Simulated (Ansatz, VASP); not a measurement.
# Ge in VASP and in Ansatz

```
Ge
1.0
     0.00000    2.91848    2.74658
     2.91848    0.00000    2.74658
     2.91848    2.91848    0.00000
Ge
2
Cartesian
  2.9185 2.9185 2.7466
  4.3777 4.3777 4.1199
```

Alike in both runs: task single point; functional LDA; k mesh 16 × 16 × 16; occupations gaussian, width 0.15 eV; no spin polarisation.

|  | VASP | Ansatz |
| --- | --- | --- |
| version | VASP 6.6.1 | Ansatz 0.2.0 |
| potentials or method | VASP PAW LDA potentials, release 64 (Ge_d), cutoff 520 eV | scalar-relativistic, plane waves, PAW |
| valence electrons in the cell | 28 | 28 |

```csv
,VASP,Ansatz,Ansatz less VASP
gap on the k mesh at the Fermi level (eV),none,none,-
pressure (GPa),-3.1,-3.3,-0.13
"traceless stress, the component that is largest in VASP (GPa)",2.55,2.54,-0.010
```

LDA's correlation is that of Perdew and Zunger in VASP and of Perdew and Wang (1992) in Ansatz. A gap of «none» marks a metal or a gap that the smearing closes.
